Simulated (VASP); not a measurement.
Zn:

```
Zn
1.0
     2.67000    0.00000    0.00000
    -1.33500    2.31229    0.00000
     0.00000    0.00000    4.96600
Zn
2
Direct
  0.33333 0.66667 0.25000
  0.66667 0.33333 0.75000
```

* Program: VASP 6.6.1
* Task: relaxation of cell and atoms
* Functional: LDA
* Potentials or basis: VASP PAW LDA potentials, release 64 (Zn)
* Cutoff: 600 eV
* k mesh: 19 × 19 × 9
* Occupations: methfessel-paxton, width 0.1 eV
* Spin: no spin polarisation

At the start: pressure -8.9 GPa; volume 15.33 Å³/atom.

Question: Where does the relaxation end?

Answer: Over 8 steps the energy falls by 53.0 meV/atom and the volume is 13.56 Å³/atom (-11.5 %); space group P6_3/mmc (No. 194, to 0.05 Å).

The path:
| step | energy change (eV) | largest force (eV/Å) | pressure (GPa) | volume (Å³) |
| --- | --- | --- | --- | --- |
| 1 | 0.0000 | 0.0000 | -8.88 | 30.66 |
| 2 | -0.0972 | 0.0000 | 1.20 | 27.04 |
| 3 | -0.1003 | 0.0000 | 0.14 | 27.44 |
| 4 | -0.1004 | 0.0000 | -0.22 | 27.54 |
| 5 | -0.1023 | 0.0000 | -0.18 | 27.44 |
| 6 | -0.1052 | 0.0000 | -0.04 | 27.23 |
| 7 | -0.1011 | 0.0000 | 0.93 | 26.78 |
| 8 | -0.1059 | 0.0000 | 0.07 | 27.12 |

Final structure:
```
CELL_PARAMETERS angstrom
2.58298 0.00000 0.00000
-1.29149 2.23693 0.00000
0.00000 0.00000 4.69405
ATOMIC_POSITIONS crystal
Zn 0.33333 0.66667 0.25000
Zn 0.66667 0.33333 0.75000
```

Caveat: the volume moved by -12 % from the deposited cell, more than functionals usually miss.
